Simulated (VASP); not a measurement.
# V4N (P-43m) in VASP: relaxation of cell and atoms with PBE

Aim: the relaxation of cell and atoms of V4N with PBE.

Program: VASP 6.6.1. These are calculated values, not measurements. Logs are shortened: lines on timing, memory, paths and dates and some standing lists are left out, and cuts for length are marked.

## 1. The cell of the first run

Symmetry: P-43m, No. 215, cubic system. Conventional cell: a = 4.592 Å, b = 4.592 Å, c = 4.592 Å, α = 90.00°, β = 90.00°, γ = 90.00°. Within 2.6 Å of V (site symmetry 3m) lie 1 N at 1.99 Å. Within 2.6 Å of N (site symmetry -43m) lie 4 V at 1.99 Å.

## 2. Relaxation of cell and atoms, PBE, collinear spin, ferrimagnetic start (atoms taken out)

File INCAR:

```
ALGO = Normal ; EDIFF = 1E-6
EDIFFG = -0.04 ; ENCUT = 600
GGA = PE ; IBRION = 2
ISIF = 3 ; ISMEAR = 0
ISPIN = 2 ; LASPH = T
LCHARG = F ; LMAXMIX = 4
LORBIT = 11 ; LREAL = F
LWAVE = F ; MAGMOM = 2 2 2 -2 0
NELM = 150 ; NSW = 90
PREC = Accurate ; SIGMA = 0.1
```

File KPOINTS:

```
k-points
0
Gamma
  4 4 4
```

File POSCAR:

```
V4N
1.0
    4.5922440400      0.0000000000      0.0000000000
    0.0000000000      4.5922440400      0.0000000000
    0.0000000000      0.0000000000      4.5922440400
V N
4 1
Direct
    0.2500000000      0.2500000000      0.2500000000
    0.7500000000      0.7500000000      0.2500000000
    0.7500000000      0.2500000000      0.7500000000
    0.2500000000      0.7500000000      0.7500000000
    0.0000000000      0.0000000000      0.0000000000
```

Potentials or basis: VASP PAW PBE potentials, release 64 (V_sv, N).

On the command line:

```bash
$ cat potpaw_PBE.64/V_sv/POTCAR potpaw_PBE.64/N/POTCAR > POTCAR
$ mpirun -np 1 vasp_std > vasp.out
```

OUTCAR:

```text
EDIFF = 1E-6
   EDIFFG = -0.04
   ENCUT = 600
   GGA = PE
   IBRION = 2
   ISIF = 3
   ISMEAR = 0
   ISPIN = 2
   LASPH = T
   LORBIT = 11
   LREAL = F
   NELM = 150
   NSW = 90
   PREC = Accurate

 ion  position               nearest neighbor table
   1  0.250  0.250  0.250-   5 1.99
   2  0.750  0.750  0.250-   5 1.99
   3  0.750  0.250  0.750-   5 1.99
   4  0.250  0.750  0.750-   5 1.99
   5  0.000  0.000  0.000-   1 1.99   2 1.99   3 1.99   4 1.99

  LATTYP: Found a simple cubic cell.
 ALAT       =     4.5922440400

  Lattice vectors:

 A1 = (   4.5922440400,   0.0000000000,   0.0000000000)
 A2 = (   0.0000000000,   4.5922440400,   0.0000000000)
 A3 = (   0.0000000000,   0.0000000000,   4.5922440400)

Analysis of symmetry for initial positions (statically):
=====================================================================
 Subroutine PRICEL returns:
 Original cell was already a primitive cell.

 Routine SETGRP: Setting up the symmetry group for a
 simple cubic supercell.

 Subroutine GETGRP returns: Found 24 space group operations
 (whereof 24 operations were pure point group operations)
 out of a pool of 48 trial point group operations.

The static configuration has the point symmetry T_d .

Analysis of symmetry for dynamics (positions and initial velocities):
=====================================================================
 Subroutine PRICEL returns:
 Original cell was already a primitive cell.

 Routine SETGRP: Setting up the symmetry group for a
 simple cubic supercell.

 Subroutine GETGRP returns: Found 24 space group operations
 (whereof 24 operations were pure point group operations)
 out of a pool of 48 trial point group operations.

The dynamic configuration has the point symmetry T_d .

Analysis of structural, dynamic, and magnetic symmetry:
=====================================================================
 Subroutine PRICEL returns:
 Original cell was already a primitive cell.

 Routine SETGRP: Setting up the symmetry group for a
 simple cubic supercell.

 Subroutine GETGRP returns: Found  6 space group operations
 (whereof  6 operations were pure point group operations)
 out of a pool of 48 trial point group operations.

The overall configuration has the point symmetry C_3v.

 Subroutine INISYM returns: Found  6 space group operations
 (whereof  6 operations are pure point group operations),
 and found     1 'primitive' translations

----------------------------------------------------------------------------------------

                                     Primitive cell

  volume of cell :      96.8445

  direct lattice vectors                    reciprocal lattice vectors
     4.592244040  0.000000000  0.000000000     0.217758462  0.000000000  0.000000000
     0.000000000  4.592244040  0.000000000     0.000000000  0.217758462  0.000000000
     0.000000000  0.000000000  4.592244040     0.000000000  0.000000000  0.217758462

  length of vectors
     4.592244040  4.592244040  4.592244040     0.217758462  0.217758462  0.217758462

  position of ions in fractional coordinates (direct lattice)
     0.250000000  0.250000000  0.250000000
     0.750000000  0.750000000  0.250000000
     0.750000000  0.250000000  0.750000000
     0.250000000  0.750000000  0.750000000
     0.000000000  0.000000000  0.000000000

  ion indices of the primitive-cell ions
   primitive index   ion index
                 1           1
                 2           2
                 3           3
                 4           4
                 5           5

----------------------------------------------------------------------------------------

 KPOINTS: k-points

Automatic generation of k-mesh.
 Grid dimensions read from file:
 generate k-points for:    4    4    4

 Generating k-lattice:

  Cartesian coordinates                     Fractional coordinates (reciprocal lattice)
     0.054439616  0.000000000  0.000000000     0.250000000  0.000000000  0.000000000
     0.000000000  0.054439616  0.000000000     0.000000000  0.250000000  0.000000000
     0.000000000  0.000000000  0.054439616     0.000000000  0.000000000  0.250000000

  Length of vectors
     0.054439616  0.054439616  0.054439616

  Shift w.r.t. Gamma in fractional coordinates (k-lattice)
     0.000000000  0.000000000  0.000000000

 Subroutine IBZKPT returns following result:
 ===========================================

 Found     13 irreducible k-points:

 Following reciprocal coordinates:
            Coordinates               Weight
  0.000000  0.000000  0.000000      1.000000
  0.250000  0.000000  0.000000      6.000000
  0.500000  0.000000  0.000000      3.000000
  0.250000  0.250000  0.000000      6.000000
  0.000000  0.250000  0.250000      6.000000
  0.500000  0.250000  0.000000     12.000000
  0.500000  0.500000  0.000000      3.000000
  0.250000  0.250000  0.250000      6.000000
 -0.250000  0.250000  0.250000      2.000000
  0.500000  0.250000  0.250000      6.000000
  0.250000  0.500000  0.250000      6.000000
  0.500000  0.500000  0.250000      6.000000
  0.500000  0.500000  0.500000      1.000000
   k-points           NKPTS =     13   k-points in BZ     NKDIM =     13   number of bands    NBANDS=     36
   number of dos      NEDOS =    301   number of ions     NIONS =      5
   total plane-waves  NPLWV =  64000
   dimension x,y,z NGX =    40 NGY =   40 NGZ =   40
   dimension x,y,z NGXF=    80 NGYF=   80 NGZF=   80
   ions per type =               4   1
   NGX,Y,Z   is equivalent  to a cutoff of  14.48, 14.48, 14.48 a.u.
   NGXF,Y,Z  is equivalent  to a cutoff of  28.96, 28.96, 28.96 a.u.
 SYSTEM =  unknown system
   PREC   = accura    normal or accurate (medium, high low for compatibility)
   ISTART =      0    job   : 0-new  1-cont  2-samecut
   ICHARG =      2    charge: 1-file 2-atom 10-const
   ISPIN  =      2    spin polarized calculation?
   LNONCOLLINEAR =      F non collinear calculations
   LSORBIT =      F    spin-orbit coupling
   LASPH  =      T    aspherical Exc in radial PAW
   ENCUT  =  600.0 eV  44.10 Ry    6.64 a.u.   9.17  9.17  9.17*2*pi/ulx,y,z
   NELM   =    150;   NELMIN=  2; NELMDL= -5     # of ELM steps
   EDIFF  = 0.1E-05   stopping-criterion for ELM
   LREAL  =      F    real-space projection
   EDIFFG = -.4E-01   stopping-criterion for IOM
   NSW    =     90    number of steps for IOM
   IBRION =      2    ionic relax: 0-MD 1-quasi-New 2-CG
   NFREE  =      1    steps in history (QN), initial steepest desc. (CG)
   ISIF   =      3    stress and relaxation
   ISYM   =      2    0-nonsym 1-usesym 2-fastsym
   POTIM  = 0.5000    time-step for ionic-motion
   TEBEG  =    0.0;   TEEND  =   0.0 temperature during run
   PSTRESS=    0.0 pullay stress
   NELECT =      57.0000    total number of electrons
   NUPDOWN=      -1.0000    fix difference up-down
   EMIN   =  10.00;   EMAX   =-10.00  energy-range for DOS
   EFERMI =   0.00;   METHOD = LEGACY
   ISMEAR =     0;   SIGMA  =   0.10  broadening in eV -4-tet -1-fermi 0-gaus
   EFERMI_NEDOS =   21; number of points for ismear=-14 and -15
   IALGO  =     38    algorithm
   IMIX   =      4    mixing-type and parameters
     AMIX     =   0.40;   BMIX     =  1.00
     AMIX_MAG =   1.60;   BMIX_MAG =  1.00
  volume/ion in A,a.u.               =      19.37       130.71
  Fermi-wavevector in a.u.,A,eV,Ry     =   1.371960  2.592629 25.609901  1.882275
  Thomas-Fermi vector in A             =   2.497610
   LORBIT       =     11    0 simple, 1 ext, 2 COOP (PROOUT), +10 PAW based schemes
   GGA     = PE    functional components
   LHFCALC =     F    Hartree Fock is set to
   AEXX    =    0.0000 exact exchange contribution
   IVDW    =     0    specifies the selected vdW correction
   LEPSILON=     F    determine dielectric tensor
   LRPA    =     F    only Hartree local field effects (RPA)
 conjugate gradient relaxation of ions
 spin polarized calculation
 Gauss-broadening in eV      SIGMA  =   0.10
  energy-cutoff  :      600.00
  volume of cell :       96.84
 maximum number of plane-waves:      3239
 NGX is ok and might be reduce to    40
   NGX = 19   NGY = 19   NGZ = 19

--------------------------------------- Ionic step        1  -------------------------------------------

 number of electron      57.0000021 magnetization       3.7445427

 Free energy of the ion-electron system (eV)
  ---------------------------------------------------
  ext. energy  EPLUGINS =         0.00000000
  ---------------------------------------------------
  free energy    TOTEN  =       -40.89792653 eV

  energy without entropy =      -40.83894215  energy(sigma->0) =      -40.86843434

------------------------ aborting loop because EDIFF is reached ----------------------------------------

  FORCE on cell =-STRESS in cart. coord.  units (eV):
  Direction    XX          YY          ZZ          XY          YZ          ZX
  --------------------------------------------------------------------------------------
  -------------------------------------------------------------------------------------
  Total      -13.5254334    -13.5254334    -13.5254334     -0.3671804      0.3671804     -0.3671804
  in kB     -223.7622891   -223.7622891   -223.7622891     -6.0745645      6.0745645     -6.0745645
  external PRESSURE =    -223.7622891 kB  Pullay stress =       0.0000000 kB
[... 301 lines left out ...]
  energy  without entropy=      -44.3798220822  energy(sigma->0) =      -44.39737885

--------------------------------------- Ionic step        9  -------------------------------------------

 number of electron      56.9999993 magnetization       0.0000003

 Free energy of the ion-electron system (eV)
  ---------------------------------------------------
  ext. energy  EPLUGINS =         0.00000000
  ---------------------------------------------------
  free energy    TOTEN  =       -44.41544607 eV

  energy without entropy =      -44.38053043  energy(sigma->0) =      -44.39798825

 E-fermi :   8.5455     XC(G=0): -12.3382

 val. band max:        8.5189959436   @ k =   0.2500   0.5000   0.2500
 cond. band min:       8.7002407871   @ k =   0.5000   0.5000   0.5000
 fundamental gap:      0.1812448435
 Fermi energy:         8.5455221972

 spin component 1

 k-point     1 :       0.0000    0.0000    0.0000
  band No.  band energies     occupation
      1     -55.5867      1.00000
      2     -55.4699      1.00000
      3     -55.4682      1.00000
      4     -55.4682      1.00000
      5     -29.7815      1.00000
      6     -29.5674      1.00000
[... 496 lines left out ...]
     35      10.5643      0.00000
     36      11.0399      0.00000
 Fermi energy:         8.5455221972

 spin component 2

 k-point     1 :       0.0000    0.0000    0.0000
  band No.  band energies     occupation
      1     -55.5867      1.00000
      2     -55.4699      1.00000
      3     -55.4682      1.00000
      4     -55.4682      1.00000
      5     -29.7815      1.00000
      6     -29.5674      1.00000
[... 528 lines left out ...]
  FREE ENERGIE OF THE ION-ELECTRON SYSTEM (eV)
  ---------------------------------------------------
  free  energy   TOTEN  =       -44.4154460666 eV

  energy  without entropy=      -44.3805304348  energy(sigma->0) =      -44.39798825

 reached required accuracy - stopping structural energy minimisation

 total charge

# of ion       s       p       d       tot
------------------------------------------
    1        2.309   6.233   3.048  11.591
    2        2.309   6.233   3.048  11.591
    3        2.309   6.233   3.048  11.591
    4        2.309   6.233   3.046  11.587
    5        1.304   2.523   0.000   3.827
--------------------------------------------------
tot         10.540  27.456  12.189  50.185

 magnetization (x)

# of ion       s       p       d       tot
------------------------------------------
    1        0.000   0.000   0.000   0.000
    2        0.000   0.000   0.000   0.000
    3        0.000   0.000   0.000   0.000
    4       -0.000  -0.000  -0.000  -0.000
    5       -0.000   0.000   0.000   0.000
--------------------------------------------------
tot         -0.000   0.000   0.000   0.000
```

Run time: 8.4 min. Hardware: 1 thread of Intel Xeon 6975P-C (Granite Rapids), shared host; peak memory 0.34 GiB.

Results:

* Free energy: -44.4154 eV
* Relaxed volume: 13.22 Å³/atom
* Relaxed cell: a = 4.043 Å, b = 4.043 Å, c = 4.043 Å, α = 89.95°, β = 90.05°, γ = 90.05°
* Space group after relaxing (to 0.1 Å): P-43m (No. 215)
* Energy gained by relaxing: 703.5 meV/atom
* Ionic steps: 9
* Pressure after relaxing: 0.1 GPa
* Net moment: 0.00 μB per cell
* Valence electrons inside the program's atomic spheres: V 11.59; N 3.83

The path:
| step | energy change (eV) | largest force (eV/Å) | pressure (GPa) | volume (Å³) |
| --- | --- | --- | --- | --- |
| 1 | 0.0000 | 0.9979 | -22.38 | 96.84 |
| 2 | -2.3252 | 5.4502 | 23.86 | 63.66 |
| 3 | -2.9666 | 2.6839 | -1.36 | 71.04 |
| 4 | -3.4034 | 1.2988 | 10.24 | 63.01 |
| 5 | -3.4378 | 1.4504 | 6.80 | 64.59 |
| 6 | -3.3827 | 1.1849 | -8.57 | 68.88 |
| 7 | -3.5170 | 0.0762 | -0.54 | 66.35 |
| 8 | -3.5170 | 0.0980 | -0.40 | 66.31 |
| 9 | -3.5175 | 0.0380 | 0.07 | 66.09 |

Final structure:
```cif
data_structure
_symmetry_space_group_name_H-M 'P 1'
_symmetry_Int_Tables_number 1
_cell_length_a 4.0431
_cell_length_b 4.0431
_cell_length_c 4.0431
_cell_angle_alpha 89.947
_cell_angle_beta 90.053
_cell_angle_gamma 90.053
_cell_volume 66.09
loop_
_atom_site_label
_atom_site_type_symbol
_atom_site_fract_x
_atom_site_fract_y
_atom_site_fract_z
_atom_site_occupancy
V1 V 0.26090 0.26041 0.26041 1
V2 V 0.73959 0.73910 0.26041 1
V3 V 0.73959 0.26041 0.73910 1
V4 V 0.26026 0.73974 0.73974 1
N1 N 0.99967 0.00033 0.00033 1
```

Caveat: the cell differs from its parent crystal (atoms taken out); the volume moved by over 15 % at a fixed basis, so the end points are rough.
